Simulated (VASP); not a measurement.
# Cs (Im-3m) in VASP: further runs

Aim: see how the results for Cs move with the level of theory and the settings. Levels: r2SCAN+D4, PBE. Tasks: single point.

Everything below comes from runs of VASP 6.6.1. Logs are shortened: lines on timing, memory, paths and dates and some standing lists are left out, and cuts for length are marked.

**1. The cell of the first run**

It takes space group Im-3m (No. 229, cubic). The conventional cell has a = 6.257 Å, b = 6.257 Å, c = 6.257 Å, α = 90.00°, β = 90.00°, γ = 90.00°.

**2. Single point, r2SCAN+D4**

POSCAR reads:

```
Cs
1.0
   -3.1284650614      3.1284650614      3.1284650614
    3.1284650614     -3.1284650614      3.1284650614
    3.1284650614      3.1284650614     -3.1284650614
Cs
1
Direct
    0.0000000000      0.0000000000      0.0000000000
```

INCAR.step1 reads:

```
SYSTEM = Cs
PREC = Accurate
ENCUT = 520
ISMEAR = 1
SIGMA = 0.1
LREAL = .False.
LASPH = .True.
NELM = 100
NBANDS = 10
GGA = PE
ALGO = Normal
EDIFF = 1E-4
LWAVE = .True.
LCHARG = .False.
```

INCAR.step2 reads:

```
SYSTEM = Cs
PREC = Accurate
ENCUT = 520
EDIFF = 1E-6
ISMEAR = 1
SIGMA = 0.1
LREAL = .False.
LASPH = .True.
NELM = 100
ALGO = Normal
ISIF = 2
LWAVE = .False.
LCHARG = .False.
METAGGA = R2SCAN
LMIXTAU = .True.
IVDW = 13
VDW_S6 = 1.0
VDW_S8 = 0.6018749
VDW_A1 = 0.51559235
VDW_A2 = 5.77342911
NBANDS = 10
ISTART = 1
```

KPOINTS reads:

```
regular mesh
0
Gamma
  6 6 6
  0 0 0
```

Potentials or basis: VASP PAW PBE potentials, release 64 (Cs_sv).

Started as:

```console
cat potpaw_PBE.64/Cs_sv/POTCAR > POTCAR
cp INCAR.step1 INCAR
mpirun -np 1 vasp_std > vasp.out
cp INCAR.step2 INCAR
mpirun -np 1 vasp_std > vasp.out
```

OUTCAR:

```text
SYSTEM = Cs
   PREC = Accurate
   ENCUT = 520
   EDIFF = 1E-6
   ISMEAR = 1
   LREAL = .False.
   LASPH = .True.
   NELM = 100
   ISIF = 2
   METAGGA = R2SCAN
   IVDW = 13
   ISTART = 1

 ion  position               nearest neighbor table
   1  0.000  0.000  0.000-

  LATTYP: Found a body centered cubic cell.
 ALAT       =     6.2569301228

  Lattice vectors:

 A1 = (  -3.1284650614,   3.1284650614,   3.1284650614)
 A2 = (   3.1284650614,  -3.1284650614,   3.1284650614)
 A3 = (   3.1284650614,   3.1284650614,  -3.1284650614)

Analysis of symmetry for initial positions (statically):
=====================================================================
 Subroutine PRICEL returns:
 Original cell was already a primitive cell.

 Routine SETGRP: Setting up the symmetry group for a
 body centered cubic supercell.

 Subroutine GETGRP returns: Found 48 space group operations
 (whereof 48 operations were pure point group operations)
 out of a pool of 48 trial point group operations.

The static configuration has the point symmetry O_h .

Analysis of symmetry for dynamics (positions and initial velocities):
=====================================================================
 Subroutine PRICEL returns:
 Original cell was already a primitive cell.

 Routine SETGRP: Setting up the symmetry group for a
 body centered cubic supercell.

 Subroutine GETGRP returns: Found 48 space group operations
 (whereof 48 operations were pure point group operations)
 out of a pool of 48 trial point group operations.

The dynamic configuration has the point symmetry O_h .

 Subroutine INISYM returns: Found 48 space group operations
 (whereof 48 operations are pure point group operations),
 and found     1 'primitive' translations

----------------------------------------------------------------------------------------

                                     Primitive cell

  volume of cell :     122.4768

  direct lattice vectors                    reciprocal lattice vectors
    -3.128465061  3.128465061  3.128465061     0.000000000  0.159822785  0.159822785
     3.128465061 -3.128465061  3.128465061     0.159822785  0.000000000  0.159822785
     3.128465061  3.128465061 -3.128465061     0.159822785  0.159822785  0.000000000

  length of vectors
     5.418660436  5.418660436  5.418660436     0.226023551  0.226023551  0.226023551

  position of ions in fractional coordinates (direct lattice)
     0.000000000  0.000000000  0.000000000

  ion indices of the primitive-cell ions
   primitive index   ion index
                 1           1

----------------------------------------------------------------------------------------

 KPOINTS: regular mesh

Automatic generation of k-mesh.
 Grid dimensions read from file:
 generate k-points for:    6    6    6

 Generating k-lattice:

  Cartesian coordinates                     Fractional coordinates (reciprocal lattice)
     0.000000000  0.026637131  0.026637131     0.166666667  0.000000000  0.000000000
     0.026637131  0.000000000  0.026637131     0.000000000  0.166666667  0.000000000
     0.026637131  0.026637131  0.000000000     0.000000000  0.000000000  0.166666667

  Length of vectors
     0.037670592  0.037670592  0.037670592

  Shift w.r.t. Gamma in fractional coordinates (k-lattice)
     0.000000000  0.000000000  0.000000000

 Subroutine IBZKPT returns following result:
 ===========================================

 Found     16 irreducible k-points:

 Following reciprocal coordinates:
            Coordinates               Weight
  0.000000  0.000000  0.000000      1.000000
  0.166667  0.000000  0.000000     12.000000
  0.333333  0.000000  0.000000     12.000000
  0.500000  0.000000  0.000000      6.000000
  0.166667  0.166667  0.000000     24.000000
  0.333333  0.166667  0.000000     48.000000
[... 8 lines left out ...]
  0.500000  0.500000  0.333333     12.000000
  0.500000  0.500000  0.500000      1.000000
   k-points           NKPTS =     16   k-points in BZ     NKDIM =     16   number of bands    NBANDS=     10
   number of dos      NEDOS =    301   number of ions     NIONS =      1
   total plane-waves  NPLWV =  64000
   dimension x,y,z NGX =    40 NGY =   40 NGZ =   40
   dimension x,y,z NGXF=    80 NGYF=   80 NGZF=   80
   ions per type =               1
   NGX,Y,Z   is equivalent  to a cutoff of  12.27, 12.27, 12.27 a.u.
   NGXF,Y,Z  is equivalent  to a cutoff of  24.54, 24.54, 24.54 a.u.
 SYSTEM =  Cs
   PREC   = accura    normal or accurate (medium, high low for compatibility)
   ISTART =      1    job   : 0-new  1-cont  2-samecut
   ICHARG =      0    charge: 1-file 2-atom 10-const
   ISPIN  =      1    spin polarized calculation?
   LNONCOLLINEAR =      F non collinear calculations
   LSORBIT =      F    spin-orbit coupling
   LASPH  =      T    aspherical Exc in radial PAW
   ENCUT  =  520.0 eV  38.22 Ry    6.18 a.u.  10.08 10.08 10.08*2*pi/ulx,y,z
   NELM   =    100;   NELMIN=  2; NELMDL=  0     # of ELM steps
   EDIFF  = 0.1E-05   stopping-criterion for ELM
   LREAL  =      F    real-space projection
   EDIFFG = 0.1E-04   stopping-criterion for IOM
   NSW    =      0    number of steps for IOM
   IBRION =     -1    ionic relax: 0-MD 1-quasi-New 2-CG
   NFREE  =      0    steps in history (QN), initial steepest desc. (CG)
   ISIF   =      2    stress and relaxation
   ISYM   =      2    0-nonsym 1-usesym 2-fastsym
   POTIM  = 0.5000    time-step for ionic-motion
   TEBEG  =    0.0;   TEEND  =   0.0 temperature during run
   PSTRESS=    0.0 pullay stress
   NELECT =       9.0000    total number of electrons
   NUPDOWN=      -1.0000    fix difference up-down
   EMIN   =  10.00;   EMAX   =-10.00  energy-range for DOS
   EFERMI =   0.00;   METHOD = LEGACY
   ISMEAR =     1;   SIGMA  =   0.10  broadening in eV -4-tet -1-fermi 0-gaus
   EFERMI_NEDOS =   21; number of points for ismear=-14 and -15
   IALGO  =     38    algorithm
   IMIX   =      4    mixing-type and parameters
     AMIX     =   0.40;   BMIX     =  1.00
     AMIX_MAG =   1.60;   BMIX_MAG =  1.00
  volume/ion in A,a.u.               =     122.48       826.51
  Fermi-wavevector in a.u.,A,eV,Ry     =   0.685706  1.295796  6.397353  0.470192
  Thomas-Fermi vector in A             =   1.765724
   LORBIT       =      0    0 simple, 1 ext, 2 COOP (PROOUT), +10 PAW based schemes
   METAGGA = R2SCAN    functional components
   LHFCALC =     F    Hartree Fock is set to
   AEXX    =    0.0000 exact exchange contribution
   IVDW    =    13    specifies the selected vdW correction
   LEPSILON=     F    determine dielectric tensor
   LRPA    =     F    only Hartree local field effects (RPA)
 non-spin polarized calculation
 Methfessel and Paxton  Order N= 1 SIGMA  =   0.10
  energy-cutoff  :      520.00
  volume of cell :      122.48
 maximum number of plane-waves:      3322
   NGX = 21   NGY = 21   NGZ = 21

 number of electron       8.9999999 magnetization

 Free energy of the ion-electron system (eV)
  ---------------------------------------------------
  ext. energy  EPLUGINS =         0.00000000
  ---------------------------------------------------
  free energy    TOTEN  =       -25.00428286 eV

  energy without entropy =      -24.99893906  energy(sigma->0) =      -25.00250159

 E-fermi :   0.4159     XC(G=0):  -5.4729

 val. band max:        0.2557620203   @ k =   0.1667   0.1667   0.1667
 cond. band min:       0.4231146897   @ k =   0.3333   0.1667   0.0000
 fundamental gap:      0.1673526694
 Fermi energy:         0.4159085200

 k-point     1 :       0.0000    0.0000    0.0000
  band No.  band energies     occupation
      1     -24.4411      2.00000
      2     -10.8159      2.00000
      3     -10.8159      2.00000
      4     -10.8159      2.00000
      5      -1.3290      2.00000
      6       3.1627      0.00000
      7       3.1627      0.00000
      8       3.1627      0.00000
      9       3.9995      0.00000
     10       3.9995      0.00000

 k-point     2 :       0.1667    0.0000    0.0000
  band No.  band energies     occupation
      1     -24.4397      2.00000
      2     -10.8449      2.00000
      3     -10.8251      2.00000
      4     -10.8160      2.00000
      5      -1.0296      2.00000
      6       2.7326      0.00000
      7       2.8492      0.00000
      8       3.4588      0.00000
      9       3.7696      0.00000
     10       3.9468      0.00000

 k-point     3 :       0.3333    0.0000    0.0000
  band No.  band energies     occupation
      1     -24.4370      2.00000
      2     -10.9013      2.00000
      3     -10.8434      2.00000
      4     -10.8162      2.00000
      5      -0.2396      2.00000
      6       1.8000     -0.00000
      7       2.4140     -0.00000
      8       3.9456      0.00000
      9       4.0726      0.00000
     10       4.3094      0.00000

 k-point     4 :       0.5000    0.0000    0.0000
  band No.  band energies     occupation
      1     -24.4356      2.00000
      2     -10.9288      2.00000
      3     -10.8524      2.00000
      4     -10.8163      2.00000
      5       0.5174     -0.05313
      6       1.1296     -0.00000
      7       2.2449     -0.00000
      8       3.8789      0.00000
      9       4.4676      0.00000
     10       4.8361      0.00000
[... 118 lines left out ...]
 k-point    14 :      -0.3333    0.3333    0.3333
  band No.  band energies     occupation
      1     -24.4336      2.00000
      2     -10.8899      2.00000
      3     -10.8742      2.00000
      4     -10.8742      2.00000
      5       0.5881     -0.03524
      6       1.5190     -0.00000
      7       2.9620      0.00000
      8       2.9620      0.00000
      9       3.3309      0.00000
     10       4.3772      0.00000

 k-point    15 :       0.5000    0.5000    0.3333
  band No.  band energies     occupation
      1     -24.4325      2.00000
      2     -10.9034      2.00000
      3     -10.8843      2.00000
      4     -10.8756      2.00000
      5       1.0891     -0.00000
      6       1.1593     -0.00000
      7       2.6923      0.00000
      8       3.0615      0.00000
      9       3.7511      0.00000
     10       5.1186      0.00000

 k-point    16 :       0.5000    0.5000    0.5000
  band No.  band energies     occupation
      1     -24.4315      2.00000
      2     -10.8948      2.00000
      3     -10.8948      2.00000
      4     -10.8948      2.00000
      5       1.0922     -0.00000
      6       1.0922     -0.00000
      7       3.4842      0.00000
      8       3.4842      0.00000
      9       3.4842      0.00000
     10       5.0378      0.00000

------------------------ aborting loop because EDIFF is reached ----------------------------------------

  DFT-D4 for vdW energy calculation

  Edisp (eV):   -0.01645

  FORCE on cell =-STRESS in cart. coord.  units (eV):
  Direction    XX          YY          ZZ          XY          YZ          ZX
  --------------------------------------------------------------------------------------
  -------------------------------------------------------------------------------------
  Total       0.00260     0.00260     0.00260    -0.00000     0.00000     0.00000
  in kB       0.03397     0.03397     0.03397    -0.00000     0.00000     0.00000
  external pressure =        0.03 kB  Pullay stress =        0.00 kB

 VOLUME and BASIS-vectors are now :
 -----------------------------------------------------------------------------
  energy-cutoff  :      520.00
  volume of cell :      122.48
      direct lattice vectors                 reciprocal lattice vectors
    -3.128465061  3.128465061  3.128465061     0.000000000  0.159822785  0.159822785
     3.128465061 -3.128465061  3.128465061     0.159822785  0.000000000  0.159822785
     3.128465061  3.128465061 -3.128465061     0.159822785  0.159822785  0.000000000

 POSITION                                       TOTAL-FORCE (eV/Angst)
 -----------------------------------------------------------------------------------
      0.00000      0.00000      0.00000         0.000000      0.000000      0.000000
 -----------------------------------------------------------------------------------
    total drift:                                0.000000     -0.000000     -0.000000

  FREE ENERGIE OF THE ION-ELECTRON SYSTEM (eV)
  ---------------------------------------------------
  free  energy   TOTEN  =       -25.0207302303 eV

  energy  without entropy=      -25.0153864277  energy(sigma->0) =      -25.01894896
```

It took 4 min on 1 thread of AMD EPYC 7R13, shared host; peak memory 0.23 GiB.

What came out:

```yaml
Free_energy: -25.0207 eV
Pressure: 0.0 GPa
Dispersion_energy_per_atom: -0.016 eV
```

Caveat: the PAW data sets were made with another functional, which shifts forces and pressure a little; spin-orbit coupling is left out, which moves the levels of the heavy elements; pairwise dispersion overbinds metals, which lowers pressure and volume.

(Continued in part 2 of 2.)
